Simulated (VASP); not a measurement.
# Pt (I4/mmm) in VASP: a series of runs

The runs below take Pt through single point, with PBE.

Everything below comes from runs of VASP 6.6.1. Logs are shortened: lines on timing, memory, paths and dates and some standing lists are left out, and cuts for length are marked.

**1. The cell of the first run**

Symmetry: I4/mmm, No. 139, tetragonal system. Conventional cell: a = 2.467 Å, b = 2.467 Å, c = 4.933 Å, α = 90.00°, β = 90.00°, γ = 90.00°. Pt (site symmetry 4/mmm) has 12 Pt at 2.47 to 3.02 Å within 3.3 Å.

**2. Single point, PBE**

INCAR

```
ALGO = Fast ; EDIFF = 1E-7
ENCUT = 520 ; GGA = PE
ISIF = 2 ; ISMEAR = 0
LASPH = T ; LCHARG = T
LELF = T ; LREAL = F
LVHAR = T ; LWAVE = F
NBANDS = 11 ; NELM = 100
PREC = Accurate ; SIGMA = 0.15
```

KPOINTS

```
k-points
0
Gamma
  24 24 24
```

POSCAR

```
Pt
1.0
    0.0000000000      1.7443784117      2.4665510741
    1.7443784117      0.0000000000      2.4665510741
    1.7443784117      1.7443784117      0.0000000000
Pt
1
Direct
    0.0000000000      0.0000000000      0.0000000000
```

Potentials or basis: VASP PAW PBE potentials, release 64 (Pt).

Launch:

```sh
> cat potpaw_PBE.64/Pt/POTCAR > POTCAR
> mpirun -np 1 vasp_std > vasp.out
```

OUTCAR:

```text
EDIFF = 1E-7
   ENCUT = 520
   GGA = PE
   ISIF = 2
   ISMEAR = 0
   LASPH = T
   LREAL = F
   NELM = 100
   PREC = Accurate

 ion  position               nearest neighbor table
   1  0.000  0.000  0.000-

  LATTYP: Found a body centered tetragonal cell.
 ALAT       =     2.4669236077
 C/A-ratio  =     1.9996979772

  Lattice vectors:

 A1 = (  -1.7443784117,   0.0000000000,   2.4665510741)
 A2 = (   1.7443784117,   0.0000000000,   2.4665510741)
 A3 = (   0.0000000000,   1.7443784117,  -2.4665510741)

Analysis of symmetry for initial positions (statically):
=====================================================================
 Subroutine PRICEL returns:
 Original cell was already a primitive cell.

 Routine SETGRP: Setting up the symmetry group for a
 body centered tetragonal supercell.

 Subroutine GETGRP returns: Found 16 space group operations
 (whereof 16 operations were pure point group operations)
 out of a pool of 16 trial point group operations.

The static configuration has the point symmetry D_4h.

Analysis of symmetry for dynamics (positions and initial velocities):
=====================================================================
 Subroutine PRICEL returns:
 Original cell was already a primitive cell.

 Routine SETGRP: Setting up the symmetry group for a
 body centered tetragonal supercell.

 Subroutine GETGRP returns: Found 16 space group operations
 (whereof 16 operations were pure point group operations)
 out of a pool of 16 trial point group operations.

The dynamic configuration has the point symmetry D_4h.

 Subroutine INISYM returns: Found 16 space group operations
 (whereof 16 operations are pure point group operations),
 and found     1 'primitive' translations

----------------------------------------------------------------------------------------

                                     Primitive cell

  volume of cell :      15.0107

  direct lattice vectors                    reciprocal lattice vectors
     0.000000000  1.744378412  2.466551074    -0.286635054  0.286635054  0.202712202
     1.744378412  0.000000000  2.466551074     0.286635054 -0.286635054  0.202712202
     1.744378412  1.744378412  0.000000000     0.286635054  0.286635054 -0.202712202

  length of vectors
     3.021047872  3.021047872  2.466923608     0.453223505  0.453223505  0.453223505

  position of ions in fractional coordinates (direct lattice)
     0.000000000  0.000000000  0.000000000

  ion indices of the primitive-cell ions
   primitive index   ion index
                 1           1

----------------------------------------------------------------------------------------

 KPOINTS: k-points

Automatic generation of k-mesh.
 Grid dimensions read from file:
 generate k-points for:   24   24   24

 Generating k-lattice:

  Cartesian coordinates                     Fractional coordinates (reciprocal lattice)
    -0.011943127  0.011943127  0.008446342     0.041666667  0.000000000  0.000000000
     0.011943127 -0.011943127  0.008446342     0.000000000  0.041666667  0.000000000
     0.011943127  0.011943127 -0.008446342    -0.000000000 -0.000000000  0.041666667

  Length of vectors
     0.018884313  0.018884313  0.018884313

  Shift w.r.t. Gamma in fractional coordinates (k-lattice)
     0.000000000  0.000000000  0.000000000

 Subroutine IBZKPT returns following result:
 ===========================================

 Found   1063 irreducible k-points:

 Following reciprocal coordinates:
            Coordinates               Weight
  0.000000  0.000000  0.000000      1.000000
  0.041667  0.000000  0.000000      8.000000
  0.083333 -0.000000  0.000000      8.000000
  0.125000 -0.000000  0.000000      8.000000
  0.166667  0.000000  0.000000      8.000000
  0.208333 -0.000000  0.000000      8.000000
[... 16 lines left out ...]
  0.416667  0.041667  0.000000      8.000000
  0.458333  0.041667  0.000000      8.000000
 [... further k-points ...]
   k-points           NKPTS =   1063   k-points in BZ     NKDIM =   1063   number of bands    NBANDS=     11
   number of dos      NEDOS =    301   number of ions     NIONS =      1
   total plane-waves  NPLWV =  10368
   dimension x,y,z NGX =    24 NGY =   24 NGZ =   18
   dimension x,y,z NGXF=    48 NGYF=   48 NGZF=   36
   ions per type =               1
   NGX,Y,Z   is equivalent  to a cutoff of  13.21, 13.21, 12.13 a.u.
   NGXF,Y,Z  is equivalent  to a cutoff of  26.41, 26.41, 24.26 a.u.
 SYSTEM =  unknown system
   PREC   = accura    normal or accurate (medium, high low for compatibility)
   ISTART =      0    job   : 0-new  1-cont  2-samecut
   ICHARG =      2    charge: 1-file 2-atom 10-const
   ISPIN  =      1    spin polarized calculation?
   LNONCOLLINEAR =      F non collinear calculations
   LSORBIT =      F    spin-orbit coupling
   LASPH  =      T    aspherical Exc in radial PAW
   ENCUT  =  520.0 eV  38.22 Ry    6.18 a.u.   5.62  5.62  4.59*2*pi/ulx,y,z
   NELM   =    100;   NELMIN=  2; NELMDL= -5     # of ELM steps
   EDIFF  = 0.1E-06   stopping-criterion for ELM
   LREAL  =      F    real-space projection
   EDIFFG = 0.1E-05   stopping-criterion for IOM
   NSW    =      0    number of steps for IOM
   IBRION =     -1    ionic relax: 0-MD 1-quasi-New 2-CG
   NFREE  =      0    steps in history (QN), initial steepest desc. (CG)
   ISIF   =      2    stress and relaxation
   ISYM   =      2    0-nonsym 1-usesym 2-fastsym
   POTIM  = 0.5000    time-step for ionic-motion
   TEBEG  =    0.0;   TEEND  =   0.0 temperature during run
   PSTRESS=    0.0 pullay stress
   NELECT =      10.0000    total number of electrons
   NUPDOWN=      -1.0000    fix difference up-down
   EMIN   =  10.00;   EMAX   =-10.00  energy-range for DOS
   EFERMI =   0.00;   METHOD = LEGACY
   ISMEAR =     0;   SIGMA  =   0.15  broadening in eV -4-tet -1-fermi 0-gaus
   EFERMI_NEDOS =   21; number of points for ismear=-14 and -15
   IALGO  =     68    algorithm
   IMIX   =      4    mixing-type and parameters
     AMIX     =   0.40;   BMIX     =  1.00
     AMIX_MAG =   1.60;   BMIX_MAG =  1.00
  volume/ion in A,a.u.               =      15.01       101.30
  Fermi-wavevector in a.u.,A,eV,Ry     =   1.429797  2.701924 27.814648  2.044319
  Thomas-Fermi vector in A             =   2.549712
   LORBIT       =      0    0 simple, 1 ext, 2 COOP (PROOUT), +10 PAW based schemes
   GGA     = PE    functional components
   LHFCALC =     F    Hartree Fock is set to
   AEXX    =    0.0000 exact exchange contribution
   IVDW    =     0    specifies the selected vdW correction
   LEPSILON=     F    determine dielectric tensor
   LRPA    =     F    only Hartree local field effects (RPA)
 non-spin polarized calculation
 RMM-DIIS sequential band-by-band and
 Gauss-broadening in eV      SIGMA  =   0.15
  energy-cutoff  :      520.00
  volume of cell :       15.01
 maximum number of plane-waves:       423
   NGX = 11   NGY = 11   NGZ =  9

 number of electron      10.0000000 magnetization

 Free energy of the ion-electron system (eV)
  ---------------------------------------------------
  ext. energy  EPLUGINS =         0.00000000
  ---------------------------------------------------
  free energy    TOTEN  =        -5.44165412 eV

  energy without entropy =       -5.42688532  energy(sigma->0) =       -5.43426972

 E-fermi :  11.2474     XC(G=0): -13.4546

 val. band max:       11.2462660968   @ k =  -0.4167   0.3750   0.0833
 cond. band min:      11.2485085946   @ k =   0.4167   0.3333   0.0000
 fundamental gap:      0.0022424977
 Fermi energy:        11.2473869348

 k-point     1 :       0.0000    0.0000    0.0000
  band No.  band energies     occupation
      1       1.1127      2.00000
      2       4.7890      2.00000
      3       6.7884      2.00000
      4       9.5959      2.00000
      5       9.5959      2.00000
      6      11.8700      0.00000
      7      25.6337      0.00000
      8      27.8051      0.00000
      9      33.6784      0.00000
     10      33.6784      0.00000
     11      37.1806      0.00000

 k-point     2 :       0.0417    0.0000    0.0000
  band No.  band energies     occupation
      1       1.1886      2.00000
      2       4.8332      2.00000
      3       6.8142      2.00000
      4       9.5196      2.00000
      5       9.6173      2.00000
      6      11.8135      0.00000
      7      25.7304      0.00000
      8      27.9020      0.00000
      9      33.1451      0.00000
     10      33.8175      0.00000
     11      36.7989      0.00000

 k-point     3 :       0.0833   -0.0000    0.0000
  band No.  band energies     occupation
      1       1.4110      2.00000
      2       4.9628      2.00000
      3       6.8910      2.00000
      4       9.3110      2.00000
      5       9.6797      2.00000
      6      11.6513      0.00014
      7      25.9811      0.00000
      8      28.1816      0.00000
      9      32.0111      0.00000
     10      34.2201      0.00000
     11      35.4811      0.00000

 k-point     4 :       0.1250   -0.0000    0.0000
  band No.  band energies     occupation
      1       1.7631      2.00000
      2       5.1691      2.00000
      3       7.0122      2.00000
      4       9.0303      2.00000
      5       9.7777      2.00000
      6      11.4050      0.13728
      7      26.2789      0.00000
      8      28.5454      0.00000
      9      30.7659      0.00000
     10      34.1266      0.00000
     11      34.8394      0.00000

 k-point     5 :       0.1667    0.0000    0.0000
  band No.  band energies     occupation
      1       2.2144      2.00000
      2       5.4379      2.00000
      3       7.1474      2.00000
      4       8.7839      2.00000
      5       9.8990      2.00000
      6      11.1083      1.81038
      7      26.4753      0.00000
      8      28.3384      0.00000
      9      30.0919      0.00000
     10      33.1399      0.00000
     11      35.5813      0.00000
[... 211 lines left out ...]
 k-point    21 :       0.3333    0.0417    0.0000
  band No.  band energies     occupation
      1       3.7471      2.00000
      2       5.9965      2.00000
      3       7.7222      2.00000
      4       9.8186      2.00000
      5       9.8205      2.00000
      6      10.8473      1.99984
      7      22.8573      0.00000
      8      24.8629      0.00000
      9      32.1763      0.00000
     10      33.5037      0.00000
     11      35.4375      0.00000

 k-point    22 :       0.3750    0.0417    0.0000
  band No.  band energies     occupation
      1       3.9767      2.00000
      2       5.8778      2.00000
      3       8.5819      2.00000
      4       9.5678      2.00000
      5      10.3087      2.00000
      6      10.9692      1.99129
      7      21.3749      0.00000
      8      24.2043      0.00000
      9      32.4370      0.00000
     10      33.8407      0.00000
     11      35.2186      0.00000

 k-point    23 :       0.4167    0.0417    0.0000
  band No.  band energies     occupation
      1       4.1023      2.00000
      2       5.7658      2.00000
      3       9.3415      2.00000
      4       9.5669      2.00000
      5      10.7698      1.99999
      6      11.0853      1.87356
      7      20.0941      0.00000
      8      23.5813      0.00000
      9      32.1584      0.00000
     10      34.1585      0.00000
     11      34.9978      0.00000

 k-point    24 :       0.4583    0.0417    0.0000
  band No.  band energies     occupation
      1       4.1575      2.00000
      2       5.6998      2.00000
      3       9.1688      2.00000
      4      10.4721      2.00000
      5      11.1427      1.67629
      6      11.1678      1.54720
      7      19.1174      0.00000
      8      23.0712      0.00000
      9      31.6174      0.00000
     10      34.4131      0.00000
     11      34.8600      0.00000

 [... further k-points ...]
[... 5 lines left out ...]
  --------------------------------------------------------------------------------------
  -------------------------------------------------------------------------------------
  Total        5.4384496      5.4384496     -1.0521062      0.0000000      0.0000000     -0.0000000
  in kB      580.4758785    580.4758785   -112.2971253      0.0000000      0.0000000     -0.0000000
  external PRESSURE =     349.5515439 kB  Pullay stress =       0.0000000 kB

 VOLUME and BASIS-vectors are now :
 -----------------------------------------------------------------------------
  energy-cutoff  :      520.00
  volume of cell :       15.01
      direct lattice vectors                 reciprocal lattice vectors
     0.000000000  1.744378412  2.466551074    -0.286635054  0.286635054  0.202712202
     1.744378412  0.000000000  2.466551074     0.286635054 -0.286635054  0.202712202
     1.744378412  1.744378412  0.000000000     0.286635054  0.286635054 -0.202712202

 POSITION                                       TOTAL-FORCE (eV/Angst)
 -----------------------------------------------------------------------------------
      0.00000      0.00000      0.00000         0.000000      0.000000      0.000000
 -----------------------------------------------------------------------------------
    total drift:                               -0.000000      0.000000     -0.000000

  FREE ENERGIE OF THE ION-ELECTRON SYSTEM (eV)
  ---------------------------------------------------
  free  energy   TOTEN  =        -5.4416541244 eV

  energy  without entropy=       -5.4268853152  energy(sigma->0) =       -5.43426972
```

Run time: 59 s. Hardware: 1 thread of Intel Xeon 6975P-C (Granite Rapids), shared host; peak memory 0.29 GiB.

What came out:

| Property | Result |
| --- | --- |
| Free energy | -5.4417 eV |
| Pressure | 35.0 GPa |
| Band gap on the k mesh | zero (bands 5 and 6 overlap by 4.96 eV) |

Caveat: the cell stands under pressure; spin-orbit coupling is left out, which moves the levels of the heavy elements.

[end of part 1 of 3]
